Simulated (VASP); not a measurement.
Na2C: single point with PBE

The system is Na2C.

```
Na C
1.0
    -1.57999    1.57999    5.88678
     1.57999   -1.57999    5.88678
     1.57999    1.57999   -5.88678
Na C
2 1
Direct
  0.61651 0.61651 0.00000
  0.38349 0.38349 0.00000
  0.00000 0.00000 0.00000
```

```yaml
Program: VASP 6.6.1
Task: single point
Functional: PBE
Potentials_or_basis: VASP PAW PBE potentials, release 64 (Na_pv, C)
Cutoff: 520 eV
k_mesh: 8 × 8 × 8
Occupations: gaussian, width 0.1 eV
Spin: collinear spin
Starting_moments: "[0.0, 0.0, 0.43] μB"
Dipole_correction: no
Further_INCAR_settings: ALGO = Normal; EDIFF = 1e-06; NBANDS = 20
```

```json
{
  "Pressure": "0.1 GPa",
  "Largest force": "0.023 eV/Å",
  "Net moment": "0.42 μB per cell",
  "Site moments": "Na -0.00; C +0.21 μB",
  "Valence electrons inside the program's atomic spheres": "Na 6.09; C 2.10"
}
```

Forces on the atoms (eV/Å):
```
Na   0.000  0.000  0.023
Na   0.000  0.000 -0.023
C    0.000  0.000  0.000
```

Stress tensor (GPa, compression positive):
```
0.03 0.00 0.00
0.00 0.03 0.00
0.00 0.00 0.27
```

Levels at points of the mesh, in eV from the Fermi level:
Spin up:
```tsv
k point	band 7	band 8	band 9	band 10	band 11	band 12
(0.00, 0.00, 0.00)	-9.51	-1.78	-0.91	1.41	1.41	6.80
(0.50, 0.00, 0.00)	-8.42	-2.37	-0.75	1.78	2.35	3.37
(0.50, 0.50, 0.00)	-7.61	-1.35	-1.33	0.01	5.23	5.86
(0.50, 0.50, 0.50)	-9.48	-2.86	1.30	1.41	1.41	4.31
```
Spin down:
| k point | band 5 | band 6 | band 7 | band 8 | band 9 | band 10 | band 11 | band 12 | band 13 | band 14 |
| --- | --- | --- | --- | --- | --- | --- | --- | --- | --- | --- |
| (0.00, 0.00, 0.00) | -23.41 | -23.41 | -9.06 | -1.27 | -1.06 | 1.80 | 1.80 | 7.13 | 8.14 | 10.00 |
| (0.50, 0.00, 0.00) | -23.42 | -23.40 | -7.91 | -2.11 | -0.19 | 2.18 | 2.21 | 3.35 | 6.67 | 9.03 |
| (0.50, 0.50, 0.00) | -23.49 | -23.45 | -7.04 | -1.04 | -1.02 | 0.72 | 5.08 | 5.67 | 5.90 | 6.94 |
| (0.50, 0.50, 0.50) | -23.41 | -23.41 | -9.02 | -2.68 | 1.58 | 1.80 | 1.80 | 4.42 | 8.61 | 9.40 |

Run time: 2.8 min on 1 thread of Intel(R) Xeon(R) 6975P-C (Granite Rapids) (shared host), peak memory 0.42 GiB.
